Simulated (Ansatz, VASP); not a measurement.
## LiCl in VASP and in Ansatz

File POSCAR:

```
LiCl
1.0
    0.0000000000      2.4365220000      2.6929980000
    2.4365220000      0.0000000000      2.6929980000
    2.4365220000      2.4365220000      0.0000000000
Li Cl
1 1
Direct
    0.0000000000      0.0000000000      0.0000000000
    0.5000000000      0.5000000000      0.5000000000
```

File INCAR.step1:

```
SYSTEM = LiCl
ALGO = Normal
EDIFF = 1E-4
ENCUT = 520
GGA = PE
ISMEAR = 0
LASPH = .True.
LCHARG = .False.
LREAL = .False.
LWAVE = .True.
NBANDS = 12
NELM = 100
PREC = Accurate
SIGMA = 0.05
```

The input INCAR.step2:

```
SYSTEM = LiCl
ALGO = Normal
EDIFF = 1E-6
ENCUT = 520
ISIF = 2
ISMEAR = 0
ISTART = 1
LASPH = .True.
LCHARG = .False.
LMIXTAU = .True.
LREAL = .False.
LWAVE = .False.
METAGGA = R2SCAN
NBANDS = 12
NELM = 100
PREC = Accurate
SIGMA = 0.05
```

Contents of KPOINTS:

```
k-points
0
Gamma
  8 8 8
  0 0 0
```

Input for Ansatz:

```yaml
crystal:
  lattice:
    - [0.0, 2.436522, 2.692998]
    - [2.436522, 0.0, 2.692998]
    - [2.436522, 2.436522, 0.0]
  atoms:
    - { symbol: Li, position: [0.0, 0.0, 0.0] }
    - { symbol: Cl, position: [0.5, 0.5, 0.5] }
basis:
  ecutwfc: 500
kpoints:
  mp_grid: { grid: [8, 8, 8] }
hamiltonian:
  xc: r2scan
scf:
  occupations: { method: gaussian, width: 0.05 }
output:
  forces: true
  stress: true
  eigenvalues: true
  write_density: true
  write_potential: true
  elf: true
  volumetric_format: npy
```

Change from the starting cell: strain -0.050 along x and y, +0.050 along z, atoms carried along.

Alike in both runs: task single point; functional r2SCAN; k mesh 8 × 8 × 8; occupations gaussian, width 0.05 eV; no spin polarisation.

|  | VASP | Ansatz |
| --- | --- | --- |
| version | VASP 6.6.1 | Ansatz 0.2.0 |
| potentials or method | VASP PAW PBE potentials, release 64 (Li_sv, Cl), cutoff 520 eV | scalar-relativistic, plane waves, PAW |
| valence electrons in the cell | 10 | 10 |

VASP gave:

```
gap on the k mesh at the Fermi level (eV) : 7.43
least direct gap on the mesh (eV)         : 7.52
```

Problem. Estimate Ansatz's values.

Solution. gap on the k mesh at the Fermi level (eV): 7.42; least direct gap on the mesh (eV): 7.44.

VASP's potentials were made for PBE, not for r2SCAN.

Noted on VASP's run: the cutoff is under 1.25 times that of the potentials, so the pressure is a little rough.
